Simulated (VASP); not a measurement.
## Ga: vibrations by perturbation theory with PBE

Crystal: Ga.

```
Ga
1.0
     3.93883    0.00000    0.00000
     0.00000    3.93883    0.00000
     0.00000    0.00000    3.93883
Ga
3
Direct
  0.00000 0.50000 0.50000
  0.50000 0.00000 0.50000
  0.50000 0.50000 0.00000
```

This isn't the form of Ga at room conditions, which is orthorhombic.

* Program: VASP 6.6.1
* Task: vibrations by perturbation theory
* Functional: PBE
* Potentials or basis: VASP PAW PBE potentials, release 64 (Ga_d)
* Cutoff: 520 eV
* k mesh: 12 × 12 × 12
* Occupations: fermi-dirac, width 0.15 eV
* Spin: no spin polarisation
* Dipole correction: no
* Further INCAR settings: ALGO = Normal; EDIFF = 1e-08; NBANDS = 26; IBRION = 8; NSW = 1

- Highest phonon frequency at Γ: 174 cm⁻¹

Phonon frequencies in cm⁻¹ (negative: imaginary):
```
              q point                 frequencies
(0.000, 0.000, 0.000)  0 0 0 69 69 69 174 174 174
```

Wall time 24 min on 1 thread of Intel(R) Xeon(R) Platinum 8259CL CPU @ 2.50GHz (Skylake/Cascade Lake) (shared host), peak memory 0.96 GiB.
